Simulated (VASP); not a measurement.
Ga2O3, 5 atoms in the cell. Symmetry: P-3m1, No. 164, trigonal system. Conventional cell: a = 3.025 Å, b = 3.025 Å, c = 7.506 Å, α = 90.00°, β = 90.00°, γ = 120.00°. Within 2.5 Å of Ga (site symmetry 3m) lie 6 O at 1.90 to 2.25 Å. O (site symmetry -3m) has 6 Ga at 2.25 Å and 12 O at 2.77 to 3.02 Å within 3.1 Å. O (site symmetry 3m) has 3 Ga at 1.90 Å within 2.5 Å. 

| Quantity | Value |
| --- | --- |
| Program | VASP 6.6.1 |
| Task | single point |
| Functional | PBE |
| Potentials or basis | VASP PAW PBE potentials, release 64 (Ga_d, O) |
| Cutoff | 520 eV |
| k mesh | 12 × 12 × 6 |
| Occupations | fermi-dirac, width 0.02 eV |
| Spin | no spin polarisation |
| Dipole correction | no |
| Further INCAR settings | ALGO = Normal; EDIFF = 1e-06; NBANDS = 30 |

Potentials or basis: VASP PAW PBE potentials, release 64 (Ga_d, O).

The run is started by

```bash
$ cat potpaw_PBE.64/Ga_d/POTCAR potpaw_PBE.64/O/POTCAR > POTCAR
$ mpirun -np 1 vasp_std > vasp.out
```

Hardware: 1 thread of Intel(R) Xeon(R) Platinum 8259CL CPU @ 2.50GHz (Skylake/Cascade Lake), with other jobs on the host.

Problem. How long does it take, and how much memory?

Solution. It took 3.3 min on 1 thread of Intel(R) Xeon(R) Platinum 8259CL CPU @ 2.50GHz (Skylake/Cascade Lake), on a shared host, peak memory 0.27 GiB. Counts: scf iterations 14, k points 100.
